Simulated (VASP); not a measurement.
# Sn2Bi2O (Pm) in VASP: single point with PBE

Aim: the single point of Sn2Bi2O with PBE.

Everything below comes from runs of VASP 6.6.1. Logs are shortened: lines on timing, memory, paths and dates and some standing lists are left out, and cuts for length are marked.

## (1) The cell of the first run

It takes space group Pm (No. 6, monoclinic). The conventional cell has a = 5.063 Å, b = 5.859 Å, c = 5.092 Å, α = 90.00°, β = 97.19°, γ = 90.00°. Within 2.7 Å of Sn (site symmetry m) lie 1 O at 2.02 Å. Sn (site symmetry m) has 1 O at 2.02 Å within 2.7 Å. Within 4.1 Å of Bi (site symmetry m) lie 3 Bi at 3.08 to 3.45 Å and 4 Sn at 3.37 to 3.43 Å and 4 O at 3.87 to 4.00 Å. Bi (site symmetry m) has 3 Bi at 3.08 to 3.45 Å and 4 Sn at 3.37 to 3.42 Å and 4 O at 3.86 to 4.00 Å within 4.1 Å. O (site symmetry m) has 2 Sn at 2.02 Å within 2.7 Å.

## (2) Single point, PBE

INCAR

```
ALGO = Normal
EDIFF = 1E-7
ENCUT = 520
GGA = PE
ISIF = 2
ISMEAR = 0
LASPH = T
LCHARG = F
LREAL = F
LWAVE = F
NBANDS = 40
NELM = 100
PREC = Accurate
SIGMA = 0.1
```

KPOINTS

```
k-points
0
Gamma
  6 6 6
```

POSCAR

```
Sn2Bi2O
1.0
    5.0622077844      0.0000000000     -0.0670833686
    0.0000000000      5.8585450049      0.0000000000
   -0.5699528599      0.0000000000      5.0599247399
Sn Bi O
2 2 1
Direct
    0.7709021950      0.0000000000      0.2735006248
    0.2739600606      0.0000000000      0.7705158594
    0.0605151853      0.5000000000      0.4649895367
    0.4658380599      0.5000000000      0.0617427710
    0.9287844992      0.0000000000      0.9292512081
```

Potentials or basis: VASP PAW PBE potentials, release 64 (Sn_d, Bi_d, O).

The run is started by

```bash
> cat potpaw_PBE.64/Sn_d/POTCAR potpaw_PBE.64/Bi_d/POTCAR potpaw_PBE.64/O/POTCAR > POTCAR
> mpirun -np 1 vasp_std > vasp.out
```

OUTCAR:

```text
EDIFF = 1E-7
   ENCUT = 520
   GGA = PE
   ISIF = 2
   ISMEAR = 0
   LASPH = T
   LREAL = F
   NELM = 100
   PREC = Accurate

 ion  position               nearest neighbor table
   1  0.771  0.000  0.274-   5 2.02   2 3.36   2 3.36   3 3.37   3 3.37   4 3.42   4 3.42
   2  0.274  0.000  0.771-   5 2.02   1 3.36   1 3.36   4 3.37   4 3.37   3 3.43   3 3.43
   3  0.061  0.500  0.465-   4 3.08   1 3.37   1 3.37   4 3.43   2 3.43   2 3.43   4 3.45
   4  0.466  0.500  0.062-   3 3.08   2 3.37   2 3.37   1 3.42   1 3.42   3 3.43   3 3.45
   5  0.929  0.000  0.929-   2 2.02   1 2.02

  LATTYP: Found a simple monoclinic cell.
 ALAT       =     5.0626522526
 B/A-ratio  =     1.1572086552
 C/A-ratio  =     1.0057817952
 COS(beta)  =    -0.1250902636

  Lattice vectors:

 A1 = (   5.0622077844,   0.0000000000,  -0.0670833686)
 A2 = (   0.0000000000,   5.8585450049,   0.0000000000)
 A3 = (  -0.5699528599,   0.0000000000,   5.0599247399)

Analysis of symmetry for initial positions (statically):
=====================================================================
 Subroutine PRICEL returns:
 Original cell was already a primitive cell.

 Routine SETGRP: Setting up the symmetry group for a
 simple monoclinic supercell.

 Subroutine GETGRP returns: Found  2 space group operations
 (whereof  2 operations were pure point group operations)
 out of a pool of  4 trial point group operations.

The static configuration has the point symmetry C_1h.

Analysis of symmetry for dynamics (positions and initial velocities):
=====================================================================
 Subroutine PRICEL returns:
 Original cell was already a primitive cell.

 Routine SETGRP: Setting up the symmetry group for a
 simple monoclinic supercell.

 Subroutine GETGRP returns: Found  2 space group operations
 (whereof  2 operations were pure point group operations)
 out of a pool of  4 trial point group operations.

The dynamic configuration has the point symmetry C_1h.

 Subroutine INISYM returns: Found  2 space group operations
 (whereof  2 operations are pure point group operations),
 and found     1 'primitive' translations

----------------------------------------------------------------------------------------

                                     Primitive cell

  volume of cell :     149.8391

  direct lattice vectors                    reciprocal lattice vectors
     5.062207784  0.000000000 -0.067083369     0.197837577  0.000000000  0.022284540
     0.000000000  5.858545005  0.000000000     0.000000000  0.170690845  0.000000000
    -0.569952860  0.000000000  5.059924740     0.002622887  0.000000000  0.197926841

  length of vectors
     5.062652253  5.858545005  5.091923471     0.199088693  0.170690845  0.197944220

  position of ions in fractional coordinates (direct lattice)
     0.770902195  0.000000000  0.273500625
     0.273960061  0.000000000  0.770515859
     0.060515185  0.500000000  0.464989537
     0.465838060  0.500000000  0.061742771
     0.928784499  0.000000000  0.929251208

  ion indices of the primitive-cell ions
   primitive index   ion index
                 1           1
                 2           2
                 3           3
                 4           4
                 5           5

----------------------------------------------------------------------------------------

 KPOINTS: k-points

Automatic generation of k-mesh.
 Grid dimensions read from file:
 generate k-points for:    6    6    6

 Generating k-lattice:

  Cartesian coordinates                     Fractional coordinates (reciprocal lattice)
     0.032972929  0.000000000  0.003714090     0.166666667  0.000000000  0.000000000
     0.000000000  0.028448474  0.000000000     0.000000000  0.166666667  0.000000000
     0.000437148  0.000000000  0.032987807     0.000000000  0.000000000  0.166666667

  Length of vectors
     0.033181449  0.028448474  0.032990703

  Shift w.r.t. Gamma in fractional coordinates (k-lattice)
     0.000000000  0.000000000  0.000000000

 Subroutine IBZKPT returns following result:
 ===========================================

 Found     80 irreducible k-points:

 Following reciprocal coordinates:
            Coordinates               Weight
  0.000000  0.000000  0.000000      1.000000
  0.166667  0.000000  0.000000      2.000000
  0.333333  0.000000  0.000000      2.000000
  0.500000  0.000000 -0.000000      1.000000
  0.000000  0.166667  0.000000      2.000000
  0.166667  0.166667  0.000000      4.000000
[... 16 lines left out ...]
  0.000000  0.166667  0.166667      4.000000
  0.166667  0.166667  0.166667      4.000000
 [... further k-points ...]
   k-points           NKPTS =     80   k-points in BZ     NKDIM =     80   number of bands    NBANDS=     40
   number of dos      NEDOS =    301   number of ions     NIONS =      5
   total plane-waves  NPLWV =  76800
   dimension x,y,z NGX =    40 NGY =   48 NGZ =   40
   dimension x,y,z NGXF=    80 NGYF=   96 NGZF=   80
   ions per type =               2   2   1
   NGX,Y,Z   is equivalent  to a cutoff of  13.14, 13.62, 13.06 a.u.
   NGXF,Y,Z  is equivalent  to a cutoff of  26.27, 27.24, 26.12 a.u.
 SYSTEM =  unknown system
   PREC   = accura    normal or accurate (medium, high low for compatibility)
   ISTART =      0    job   : 0-new  1-cont  2-samecut
   ICHARG =      2    charge: 1-file 2-atom 10-const
   ISPIN  =      1    spin polarized calculation?
   LNONCOLLINEAR =      F non collinear calculations
   LSORBIT =      F    spin-orbit coupling
   LASPH  =      T    aspherical Exc in radial PAW
   ENCUT  =  520.0 eV  38.22 Ry    6.18 a.u.   9.41 10.89  9.47*2*pi/ulx,y,z
   NELM   =    100;   NELMIN=  2; NELMDL= -5     # of ELM steps
   EDIFF  = 0.1E-06   stopping-criterion for ELM
   LREAL  =      F    real-space projection
   EDIFFG = 0.1E-05   stopping-criterion for IOM
   NSW    =      0    number of steps for IOM
   IBRION =     -1    ionic relax: 0-MD 1-quasi-New 2-CG
   NFREE  =      0    steps in history (QN), initial steepest desc. (CG)
   ISIF   =      2    stress and relaxation
   ISYM   =      2    0-nonsym 1-usesym 2-fastsym
   POTIM  = 0.5000    time-step for ionic-motion
   TEBEG  =    0.0;   TEEND  =   0.0 temperature during run
   PSTRESS=    0.0 pullay stress
   NELECT =      64.0000    total number of electrons
   NUPDOWN=      -1.0000    fix difference up-down
   EMIN   =  10.00;   EMAX   =-10.00  energy-range for DOS
   EFERMI =   0.00;   METHOD = LEGACY
   ISMEAR =     0;   SIGMA  =   0.10  broadening in eV -4-tet -1-fermi 0-gaus
   EFERMI_NEDOS =   21; number of points for ismear=-14 and -15
   IALGO  =     38    algorithm
   IMIX   =      4    mixing-type and parameters
     AMIX     =   0.40;   BMIX     =  1.00
     AMIX_MAG =   1.60;   BMIX_MAG =  1.00
  volume/ion in A,a.u.               =      29.97       202.23
  Fermi-wavevector in a.u.,A,eV,Ry     =   1.232896  2.329836 20.681301  1.520033
  Thomas-Fermi vector in A             =   2.367648
   LORBIT       =      0    0 simple, 1 ext, 2 COOP (PROOUT), +10 PAW based schemes
   GGA     = PE    functional components
   LHFCALC =     F    Hartree Fock is set to
   AEXX    =    0.0000 exact exchange contribution
   IVDW    =     0    specifies the selected vdW correction
   LEPSILON=     F    determine dielectric tensor
   LRPA    =     F    only Hartree local field effects (RPA)
 non-spin polarized calculation
 Gauss-broadening in eV      SIGMA  =   0.10
  energy-cutoff  :      520.00
  volume of cell :      149.84
 maximum number of plane-waves:      4054
 NGX is ok and might be reduce to    40
   NGX = 19   NGY = 21   NGZ = 19

 number of electron      63.9999995 magnetization

 Free energy of the ion-electron system (eV)
  ---------------------------------------------------
  ext. energy  EPLUGINS =         0.00000000
  ---------------------------------------------------
  free energy    TOTEN  =       -21.97060806 eV

  energy without entropy =      -21.96329771  energy(sigma->0) =      -21.96695288

 E-fermi :   5.5919     XC(G=0):  -9.2643

 val. band max:        5.5736583936   @ k =   0.3333   0.1667   0.1667
 cond. band min:       5.6092085481   @ k =   0.5000   0.3333  -0.0000
 fundamental gap:      0.0355501545
 Fermi energy:         5.5918577463

 k-point     1 :       0.0000    0.0000    0.0000
  band No.  band energies     occupation
      1     -17.3785      2.00000
      2     -17.2762      2.00000
      3     -17.2467      2.00000
      4     -17.2275      2.00000
      5     -17.2258      2.00000
      6     -17.1842      2.00000
[... 32 lines left out ...]
     39      10.7174      0.00000
     40      11.0680      0.00000

 k-point     2 :       0.1667    0.0000    0.0000
  band No.  band energies     occupation
      1     -17.3728      2.00000
      2     -17.2747      2.00000
      3     -17.2385      2.00000
      4     -17.2280      2.00000
      5     -17.2234      2.00000
      6     -17.1867      2.00000
[... 32 lines left out ...]
     39      10.5426      0.00000
     40      11.5030      0.00000

 k-point     3 :       0.3333    0.0000    0.0000
  band No.  band energies     occupation
      1     -17.3586      2.00000
      2     -17.2753      2.00000
      3     -17.2291      2.00000
      4     -17.2214      2.00000
      5     -17.2167      2.00000
      6     -17.1955      2.00000
[... 32 lines left out ...]
     39      10.1546      0.00000
     40      11.2936      0.00000

 k-point     4 :       0.5000    0.0000   -0.0000
  band No.  band energies     occupation
      1     -17.3489      2.00000
      2     -17.2785      2.00000
      3     -17.2297      2.00000
      4     -17.2198      2.00000
      5     -17.2110      2.00000
      6     -17.1991      2.00000
[... 32 lines left out ...]
     39      10.5268      0.00000
     40      10.8544      0.00000
[... 772 lines left out ...]
     39      11.1151      0.00000
     40      11.1726      0.00000

 k-point    23 :       0.0000    0.1667    0.1667
  band No.  band energies     occupation
      1     -17.3729      2.00000
      2     -17.2751      2.00000
      3     -17.2384      2.00000
      4     -17.2283      2.00000
      5     -17.2244      2.00000
      6     -17.1859      2.00000
[... 32 lines left out ...]
     39      10.4058      0.00000
     40      11.4848      0.00000

 k-point    24 :       0.1667    0.1667    0.1667
  band No.  band energies     occupation
      1     -17.3679      2.00000
      2     -17.2728      2.00000
      3     -17.2295      2.00000
      4     -17.2175      2.00000
      5     -17.2148      2.00000
      6     -17.2026      2.00000
[... 32 lines left out ...]
     39      10.1485      0.00000
     40      10.9196      0.00000

 [... further k-points ...]

------------------------ aborting loop because EDIFF is reached ----------------------------------------

  FORCE on cell =-STRESS in cart. coord.  units (eV):
  Direction    XX          YY          ZZ          XY          YZ          ZX
  --------------------------------------------------------------------------------------
  -------------------------------------------------------------------------------------
  Total        0.0850483     -0.0737479      0.0258666      0.0000000      0.0000000     -0.1355023
  in kB        0.9093920     -0.7885612      0.2765826      0.0000000      0.0000000     -1.4488795
  external PRESSURE =       0.1324711 kB  Pullay stress =       0.0000000 kB

 VOLUME and BASIS-vectors are now :
 -----------------------------------------------------------------------------
  energy-cutoff  :      520.00
  volume of cell :      149.84
      direct lattice vectors                 reciprocal lattice vectors
     5.062207784  0.000000000 -0.067083369     0.197837577  0.000000000  0.022284540
     0.000000000  5.858545005  0.000000000     0.000000000  0.170690845  0.000000000
    -0.569952860  0.000000000  5.059924740     0.002622887  0.000000000  0.197926841

 POSITION                                       TOTAL-FORCE (eV/Angst)
 -----------------------------------------------------------------------------------
      3.74658      0.00000      1.33218        -0.037966      0.000000      0.052954
      0.94769      0.00000      3.88037         0.060330      0.000000     -0.028766
      0.04132      2.92927      2.34875         0.003247      0.000000      0.001866
      2.32298      2.92927      0.28116        -0.000649      0.000000     -0.002153
      4.17207      0.00000      4.63964        -0.024962      0.000000     -0.023901
 -----------------------------------------------------------------------------------
    total drift:                                0.000226      0.000000      0.000197

  FREE ENERGIE OF THE ION-ELECTRON SYSTEM (eV)
  ---------------------------------------------------
  free  energy   TOTEN  =       -21.9706080552 eV

  energy  without entropy=      -21.9632977063  energy(sigma->0) =      -21.96695288
```

Run time: 9.5 min. Hardware: 1 thread of Intel Xeon Platinum 8488C (Sapphire Rapids), shared host; peak memory 0.55 GiB.

What came out:

| Property | Result |
| --- | --- |
| Free energy | -21.9706 eV |
| Pressure | 0.0 GPa |
| Largest force | 0.067 eV/Å |
| Band gap on the k mesh | zero (bands 32 and 33 overlap by 1.64 eV) |

Forces on the atoms (eV/Å):
```
Sn  -0.038  0.000  0.053
Sn   0.060  0.000 -0.029
Bi   0.003  0.000  0.002
Bi  -0.001  0.000 -0.002
O   -0.025  0.000 -0.024
```

Caveat: spin-orbit coupling is left out, which moves the levels of the heavy elements.

The gap in the log of VASP goes by the Fermi energy; the results here count the filled bands.